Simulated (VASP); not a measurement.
A run of VASP 6.6.1:

INCAR

```
PREC = Accurate
ENCUT = 600
EDIFF = 1E-7
ISMEAR = 0
SIGMA = 0.1
LREAL = F
LASPH = T
NELM = 60
ALGO = Normal
ISIF = 3
LWAVE = F
LCHARG = F
GGA = PE
IBRION = 2
NSW = 90
EDIFFG = -0.04
```

File KPOINTS:

```
regular mesh
0
Gamma
  6 6 6
```

The input POSCAR:

```
GeCl2
1.0
    0.0000000000      3.1603200200      3.1603200200
    3.1603200200      0.0000000000      3.1603200200
    3.1603200200      3.1603200200      0.0000000000
Ge Cl
1 2
Direct
    0.0000000000      0.0000000000      0.0000000000
    0.2500000000      0.2500000000      0.2500000000
    0.7500000000      0.7500000000      0.7500000000
```

Potentials or basis: VASP PAW PBE potentials, release 64 (Ge_d, Cl).

Command:

```console
$ cat potpaw_PBE.64/Ge_d/POTCAR potpaw_PBE.64/Cl/POTCAR > POTCAR
$ mpirun -np 1 vasp_std > vasp.out
```

Hardware: 1 thread of Intel(R) Xeon(R) Platinum 8488C (Sapphire Rapids) (shared host).

How long does it take, and how much memory?

Run time: 40 s on 1 thread of Intel(R) Xeon(R) Platinum 8488C (Sapphire Rapids), on a shared host, peak memory 0.21 GiB. Counts: scf iterations 36, k points 16, ion steps 3.
